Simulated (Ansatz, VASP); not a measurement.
**LiCl in VASP and in Ansatz**

```xyz
2
Lattice="0.0561 2.6121 2.6121 2.6121 0.0561 2.6121 2.6121 2.6121 0.0561" Properties=species:S:1:pos:R:3 pbc="T T T"
Li    0.0000    0.0000    0.0000
Cl    2.6401    2.6401    2.6401
```

Change from the starting cell: shear_111 strain +3.3%.

Alike in both runs: task single point; functional PBE; k mesh 8 × 8 × 8; occupations fermi-dirac, width 0.02 eV; no spin polarisation.

|  | VASP | Ansatz |
| --- | --- | --- |
| version | VASP 6.6.1 | Ansatz 0.2.0 |
| potentials or method | VASP PAW PBE potentials, release 64 (Li_sv, Cl) | plane waves, PAW |
| plane-wave cutoff (eV) | 520 | 420 |
| valence electrons in the cell | 10 | 10 |

|  | VASP | Ansatz | Ansatz less VASP |
| --- | --- | --- | --- |
| gap on the k mesh at the Fermi level (eV) | 6.14 | 6.13 | -0.012 |

The functional is the same, so the differences come from potentials, cutoffs and numerics.

Noted on VASP's run: the cutoff is short for stress, so the pressure is rough.
